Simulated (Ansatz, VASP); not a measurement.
BeS in VASP and in Ansatz

```
CELL_PARAMETERS angstrom
0.00000 2.42500 2.42500
2.42500 0.00000 2.42500
2.42500 2.42500 0.00000
ATOMIC_POSITIONS crystal
S 0.75000 0.75000 0.75000
Be 0.00000 0.00000 0.00000
```

Alike in both runs: task single point; functional HSE06; k mesh 6 × 6 × 6; occupations fermi-dirac, width 0.05 eV; no spin polarisation.

|  | VASP | Ansatz |
| --- | --- | --- |
| version | VASP 6.6.1 | Ansatz 0.2.0 |
| potentials or method | VASP PAW PBE potentials, release 64 (S, Be) | Ansatz PAW |
| plane-wave cutoff (eV) | 520 | 420 |
| valence electrons in the cell | 8 | 8 |

VASP gave:

* gap on the k mesh at the Fermi level (eV): 4.05
* least direct gap on the mesh (eV): 6.86
* pressure (GPa): 0.1

Task: Which values does Ansatz return?

Result: gap on the k mesh at the Fermi level (eV): 4.06; least direct gap on the mesh (eV): 6.87; pressure (GPa): 0.2.

With one functional, cell and mesh, what is left measures potentials, basis and numerics.
